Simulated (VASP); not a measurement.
# Zr4HC4 in VASP: single point with PBEsol

Aim: the single point of Zr4HC4 with PBEsol.

Everything below comes from runs of VASP 6.6.1. Logs are shortened: lines on timing, memory, paths and dates and some standing lists are left out, and cuts for length are marked.

### 1 The cell of the first run

The cell holds a slab with vacuum, 9 atoms: a = 3.302 Å, b = 3.302 Å, c = 26.004 Å, α = 90.00°, β = 90.00°, γ = 90.00°.

### 2 Single point, PBEsol

The input, INCAR:

```
SYSTEM = Zr4HC4
  PREC = Accurate
  ENCUT = 520
  EDIFF = 1E-6
  ISMEAR = 0
  SIGMA = 0.1
  LREAL = .False.
  LASPH = .True.
  NELM = 60
  ALGO = Normal
  ISIF = 2
  LWAVE = .False.
  LCHARG = .False.
  LDIPOL = .True.
  IDIPOL = 3
  DIPOL = 0.5 0.5 0.481
  GGA = PS
  NBANDS = 42
```

The input, KPOINTS:

```
regular mesh
0
Gamma
  9 9 1
  0 0 0
```

The input, POSCAR:

```
Zr4HC4
1.0
    3.3015289951      0.0000000000      0.0000000000
    0.0000000000      3.3015289951      0.0000000000
    0.0000000000      0.0000000000     26.0036006222
Zr C H
4 4 1
Direct
    0.0000000000      0.0000000000      0.3268778091
    0.5000000000      0.5000000000      0.4166551279
    0.0000000000      0.0000000000      0.5051117581
    0.5000000000      0.5000000000      0.5932149089
    0.5000000000      0.5000000000      0.3268778091
    0.0000000000      0.0000000000      0.4166551279
    0.5000000000      0.5000000000      0.5066198966
    0.0000000000      0.0000000000      0.5930899740
    1.0000000000      0.5000000000      0.6409641108
```

Potentials or basis: VASP PAW PBE potentials, release 64 (Zr_sv, C, H).

On the command line:

```bash
> cat potpaw_PBE.64/Zr_sv/POTCAR potpaw_PBE.64/C/POTCAR potpaw_PBE.64/H/POTCAR > POTCAR
> mpirun -np 1 vasp_std > vasp.out
```

OUTCAR:

```text
SYSTEM = Zr4HC4
   PREC = Accurate
   ENCUT = 520
   EDIFF = 1E-6
   ISMEAR = 0
   LREAL = .False.
   LASPH = .True.
   NELM = 60
   ISIF = 2
   GGA = PS

 ion  position               nearest neighbor table
   1  0.000  0.000  0.327-   5 2.33   5 2.33   5 2.33   5 2.33   6 2.33   2 3.30   2 3.30   2 3.30
                             2 3.30
   2  0.500  0.500  0.417-   6 2.33   6 2.33   6 2.33   6 2.33   5 2.33   7 2.34   3 3.28   3 3.28
                             3 3.28   3 3.28   1 3.30   1 3.30   1 3.30   1 3.30
   3  0.000  0.000  0.505-   8 2.29   6 2.30   7 2.33   7 2.33   7 2.33   7 2.33   4 3.27   4 3.27
                             4 3.27   4 3.27   2 3.28   2 3.28   2 3.28   2 3.28
   4  0.500  0.500  0.593-   9 2.07   9 2.07   7 2.25   8 2.33   8 2.33   8 2.33   8 2.33   3 3.27
                             3 3.27   3 3.27   3 3.27
   5  0.500  0.500  0.327-   1 2.33   1 2.33   1 2.33   1 2.33   2 2.33
   6  0.000  0.000  0.417-   3 2.30   2 2.33   2 2.33   2 2.33   2 2.33   1 2.33
   7  0.500  0.500  0.507-   4 2.25   3 2.33   3 2.33   3 2.33   3 2.33   2 2.34
   8  0.000  0.000  0.593-   3 2.29   4 2.33   4 2.33   4 2.33   4 2.33
   9  0.000  0.500  0.641-   4 2.07   4 2.07

  LATTYP: Found a simple tetragonal cell.
 ALAT       =     3.3015289951
 C/A-ratio  =     7.8762296684

  Lattice vectors:

 A1 = (   3.3015289951,   0.0000000000,   0.0000000000)
 A2 = (   0.0000000000,   3.3015289951,   0.0000000000)
 A3 = (   0.0000000000,   0.0000000000,  26.0036006222)

Analysis of symmetry for initial positions (statically):
=====================================================================
 Subroutine PRICEL returns:
 Original cell was already a primitive cell.

 Routine SETGRP: Setting up the symmetry group for a
 simple tetragonal supercell.

 Subroutine GETGRP returns: Found  4 space group operations
 (whereof  4 operations were pure point group operations)
 out of a pool of 16 trial point group operations.

The static configuration has the point symmetry C_2v.

Analysis of symmetry for dynamics (positions and initial velocities):
=====================================================================
 Subroutine PRICEL returns:
 Original cell was already a primitive cell.

 Routine SETGRP: Setting up the symmetry group for a
 simple tetragonal supercell.

 Subroutine GETGRP returns: Found  4 space group operations
 (whereof  4 operations were pure point group operations)
 out of a pool of 16 trial point group operations.

The dynamic configuration has the point symmetry C_2v.

 Subroutine INISYM returns: Found  4 space group operations
 (whereof  4 operations are pure point group operations),
 and found     1 'primitive' translations

----------------------------------------------------------------------------------------

                                     Primitive cell

  volume of cell :     283.4417

  direct lattice vectors                    reciprocal lattice vectors
     3.301528995  0.000000000  0.000000000     0.302889964  0.000000000  0.000000000
     0.000000000  3.301528995  0.000000000     0.000000000  0.302889964  0.000000000
     0.000000000  0.000000000 26.003600622     0.000000000  0.000000000  0.038456213

  length of vectors
     3.301528995  3.301528995 26.003600622     0.302889964  0.302889964  0.038456213

  position of ions in fractional coordinates (direct lattice)
     0.000000000  0.000000000  0.326877809
     0.500000000  0.500000000  0.416655128
     0.000000000  0.000000000  0.505111758
     0.500000000  0.500000000  0.593214909
     0.500000000  0.500000000  0.326877809
     0.000000000  0.000000000  0.416655128
     0.500000000  0.500000000  0.506619897
     0.000000000  0.000000000  0.593089974
     0.000000000  0.500000000  0.640964111

  ion indices of the primitive-cell ions
   primitive index   ion index
                 1           1
                 2           2
                 3           3
                 4           4
                 5           5
                 6           6
                 7           7
                 8           8
                 9           9

----------------------------------------------------------------------------------------

 KPOINTS: regular mesh

Automatic generation of k-mesh.
 Grid dimensions read from file:
 generate k-points for:    9    9    1

 Generating k-lattice:

  Cartesian coordinates                     Fractional coordinates (reciprocal lattice)
     0.033654440  0.000000000  0.000000000     0.111111111  0.000000000  0.000000000
     0.000000000  0.033654440  0.000000000     0.000000000  0.111111111  0.000000000
     0.000000000  0.000000000  0.038456213     0.000000000  0.000000000  1.000000000

  Length of vectors
     0.033654440  0.033654440  0.038456213

  Shift w.r.t. Gamma in fractional coordinates (k-lattice)
     0.000000000  0.000000000  0.000000000

 Subroutine IBZKPT returns following result:
 ===========================================

 Found     25 irreducible k-points:

 Following reciprocal coordinates:
            Coordinates               Weight
  0.000000  0.000000  0.000000      1.000000
  0.111111  0.000000  0.000000      2.000000
  0.000000  0.111111  0.000000      2.000000
  0.222222  0.000000  0.000000      2.000000
  0.000000  0.222222  0.000000      2.000000
  0.333333  0.000000  0.000000      2.000000
[... 16 lines left out ...]
  0.444444  0.333333  0.000000      4.000000
 -0.333333  0.444444  0.000000      4.000000
   k-points           NKPTS =     25   k-points in BZ     NKDIM =     25   number of bands    NBANDS=     42
   number of dos      NEDOS =    301   number of ions     NIONS =      9
   total plane-waves  NPLWV = 153664
   dimension x,y,z NGX =    28 NGY =   28 NGZ =  196
   dimension x,y,z NGXF=    56 NGYF=   56 NGZF=  392
   ions per type =               4   4   1
   NGX,Y,Z   is equivalent  to a cutoff of  14.10, 14.10, 12.53 a.u.
   NGXF,Y,Z  is equivalent  to a cutoff of  28.20, 28.20, 25.06 a.u.
 SYSTEM =  Zr4HC4
   PREC   = accura    normal or accurate (medium, high low for compatibility)
   ISTART =      0    job   : 0-new  1-cont  2-samecut
   ICHARG =      2    charge: 1-file 2-atom 10-const
   ISPIN  =      1    spin polarized calculation?
   LNONCOLLINEAR =      F non collinear calculations
   LSORBIT =      F    spin-orbit coupling
   LASPH  =      T    aspherical Exc in radial PAW
   ENCUT  =  520.0 eV  38.22 Ry    6.18 a.u.   6.14  6.14 48.35*2*pi/ulx,y,z
   NELM   =     60;   NELMIN=  2; NELMDL= -5     # of ELM steps
   EDIFF  = 0.1E-05   stopping-criterion for ELM
   LREAL  =      F    real-space projection
   EDIFFG = 0.1E-04   stopping-criterion for IOM
   NSW    =      0    number of steps for IOM
   IBRION =     -1    ionic relax: 0-MD 1-quasi-New 2-CG
   NFREE  =      0    steps in history (QN), initial steepest desc. (CG)
   ISIF   =      2    stress and relaxation
   ISYM   =      2    0-nonsym 1-usesym 2-fastsym
   POTIM  = 0.5000    time-step for ionic-motion
   TEBEG  =    0.0;   TEEND  =   0.0 temperature during run
   PSTRESS=    0.0 pullay stress
   NELECT =      65.0000    total number of electrons
   NUPDOWN=      -1.0000    fix difference up-down
   EMIN   =  10.00;   EMAX   =-10.00  energy-range for DOS
   EFERMI =   0.00;   METHOD = LEGACY
   ISMEAR =     0;   SIGMA  =   0.10  broadening in eV -4-tet -1-fermi 0-gaus
   EFERMI_NEDOS =   21; number of points for ismear=-14 and -15
   IALGO  =     38    algorithm
   IMIX   =      4    mixing-type and parameters
     AMIX     =   0.40;   BMIX     =  1.00
     AMIX_MAG =   1.60;   BMIX_MAG =  1.00
  volume/ion in A,a.u.               =      31.49       212.53
  Fermi-wavevector in a.u.,A,eV,Ry     =   1.002055  1.893609 13.661792  1.004113
  Thomas-Fermi vector in A             =   2.134517
   LORBIT       =      0    0 simple, 1 ext, 2 COOP (PROOUT), +10 PAW based schemes
   GGA     = PS    functional components
   LHFCALC =     F    Hartree Fock is set to
   AEXX    =    0.0000 exact exchange contribution
   IVDW    =     0    specifies the selected vdW correction
   LEPSILON=     F    determine dielectric tensor
   LRPA    =     F    only Hartree local field effects (RPA)
 non-spin polarized calculation
 Gauss-broadening in eV      SIGMA  =   0.10
  energy-cutoff  :      520.00
  volume of cell :      283.44
 maximum number of plane-waves:      7710
 NGX is ok and might be reduce to    28
   NGX = 13   NGY = 13   NGZ = 97

 dipolmoment           0.000000      0.000000     -0.006653 electrons x Angstroem

 number of electron      64.9999998 magnetization

 dipolmoment           0.000000      0.000000      0.050312 electrons x Angstroem

 Free energy of the ion-electron system (eV)
  ---------------------------------------------------
  ext. energy  EPLUGINS =         0.00000000
  ---------------------------------------------------
  free energy    TOTEN  =       -82.39309523 eV

  energy without entropy =      -82.38118897  energy(sigma->0) =      -82.38714210

 E-fermi :   0.9846     XC(G=0):  -5.2255

 val. band max:        0.9776794252   @ k =   0.4444   0.3333   0.0000
 cond. band min:       1.0075948810   @ k =   0.2222   0.2222   0.0000
 fundamental gap:      0.0299154558
 Fermi energy:         0.9845659300

 k-point     1 :       0.0000    0.0000    0.0000
  band No.  band energies     occupation
      1     -47.1895      2.00000
      2     -47.0877      2.00000
      3     -46.9343      2.00000
      4     -46.8488      2.00000
      5     -25.6069      2.00000
      6     -25.4884      2.00000
[... 34 lines left out ...]
     41       3.8700      0.00000
     42       4.2671      0.00000

 k-point     2 :       0.1111    0.0000    0.0000
  band No.  band energies     occupation
      1     -47.1847      2.00000
      2     -47.0820      2.00000
      3     -46.9285      2.00000
      4     -46.8473      2.00000
      5     -25.5936      2.00000
      6     -25.4880      2.00000
[... 34 lines left out ...]
     41       4.0136      0.00000
     42       4.2072      0.00000

 k-point     3 :       0.0000    0.1111    0.0000
  band No.  band energies     occupation
      1     -47.1847      2.00000
      2     -47.0823      2.00000
      3     -46.9285      2.00000
      4     -46.8473      2.00000
      5     -25.5936      2.00000
      6     -25.4892      2.00000
[... 34 lines left out ...]
     41       3.9204      0.00000
     42       4.3260      0.00000

 k-point     4 :       0.2222    0.0000    0.0000
  band No.  band energies     occupation
      1     -47.1725      2.00000
      2     -47.0674      2.00000
      3     -46.9131      2.00000
      4     -46.8444      2.00000
      5     -25.5754      2.00000
      6     -25.4943      2.00000
[... 844 lines left out ...]
     41       5.6201      0.00000
     42       5.7837      0.00000

 k-point    23 :       0.4444    0.3333    0.0000
  band No.  band energies     occupation
      1     -47.1228      2.00000
      2     -47.0122      2.00000
      3     -46.8478      2.00000
      4     -46.8192      2.00000
      5     -25.5459      2.00000
      6     -25.5096      2.00000
[... 34 lines left out ...]
     41       5.8199      0.00000
     42       6.1183      0.00000

 k-point    24 :      -0.3333    0.4444    0.0000
  band No.  band energies     occupation
      1     -47.1228      2.00000
      2     -47.0127      2.00000
      3     -46.8478      2.00000
      4     -46.8192      2.00000
      5     -25.5106      2.00000
      6     -25.4817      2.00000
[... 34 lines left out ...]
     41       5.9536      0.00000
     42       6.2253      0.00000

 [... further k-points ...]

------------------------ aborting loop because EDIFF is reached ----------------------------------------

 vacuum level on the upper side and lower side of the slab       (xc-potential included)         0.364        -0.416

  FORCE on cell =-STRESS in cart. coord.  units (eV):
  Direction    XX          YY          ZZ          XY          YZ          ZX
  --------------------------------------------------------------------------------------
  -------------------------------------------------------------------------------------
  Total       -3.4931003     -2.6302244     -1.5325203      0.0000000      0.0000000      0.0000000
  in kB      -19.7450354    -14.8675589     -8.6626963      0.0000000      0.0000000      0.0000000
  external PRESSURE =     -14.4250969 kB  Pullay stress =       0.0000000 kB

 VOLUME and BASIS-vectors are now :
 -----------------------------------------------------------------------------
  energy-cutoff  :      520.00
  volume of cell :      283.44
      direct lattice vectors                 reciprocal lattice vectors
     3.301528995  0.000000000  0.000000000     0.302889964  0.000000000  0.000000000
     0.000000000  3.301528995  0.000000000     0.000000000  0.302889964  0.000000000
     0.000000000  0.000000000 26.003600622     0.000000000  0.000000000  0.038456213

 POSITION                                       TOTAL-FORCE (eV/Angst)
 -----------------------------------------------------------------------------------
      0.00000      0.00000      8.50000         0.000000      0.000000      1.199543
      1.65076      1.65076     10.83453         0.000000      0.000000     -0.039989
      0.00000      0.00000     13.13472         0.000000      0.000000     -0.002135
      1.65076      1.65076     15.42572         0.000000      0.000000      0.016182
      1.65076      1.65076      8.50000         0.000000      0.000000     -0.508407
      0.00000      0.00000     10.83453         0.000000      0.000000     -0.680640
      1.65076      1.65076     13.17394         0.000000      0.000000      0.000428
      0.00000      0.00000     15.42247         0.000000      0.000000      0.010238
      0.00000      1.65076     16.66737         0.000000      0.000000      0.004780
 -----------------------------------------------------------------------------------
    total drift:                               -0.000000      0.000000      0.000184

  FREE ENERGIE OF THE ION-ELECTRON SYSTEM (eV)
  ---------------------------------------------------
  free  energy   TOTEN  =       -82.3930952269 eV

  energy  without entropy=      -82.3811889731  energy(sigma->0) =      -82.38714210

 vacuum level on the upper side and lower side of the slab         5.491         4.656
```

It took 16 min on 1 thread of Intel Xeon Platinum 8259CL at 2.50GHz (Skylake/Cascade Lake), shared host; peak memory 0.55 GiB.

Results:

```yaml
Free_energy: -82.3931 eV
Largest_force: 1.200 eV/Å
```

Forces on the atoms (eV/Å):
```
Zr   0.000  0.000  1.200
Zr   0.000  0.000 -0.040
Zr   0.000  0.000 -0.002
Zr   0.000  0.000  0.016
C    0.000  0.000 -0.508
C    0.000  0.000 -0.681
C    0.000  0.000  0.000
C    0.000  0.000  0.010
H    0.000  0.000  0.005
```

Levels at points of the mesh, in eV from the Fermi level:
```csv
k point,band 29,band 30,band 31,band 32,band 33,band 34,band 35,band 36,band 37,band 38
"(0.00, 0.00, 0.00)",-0.36,-0.23,-0.22,0.04,0.10,0.55,0.72,0.76,1.07,1.90
```

Caveat: the PAW data sets were made with another functional, which shifts forces and pressure a little.
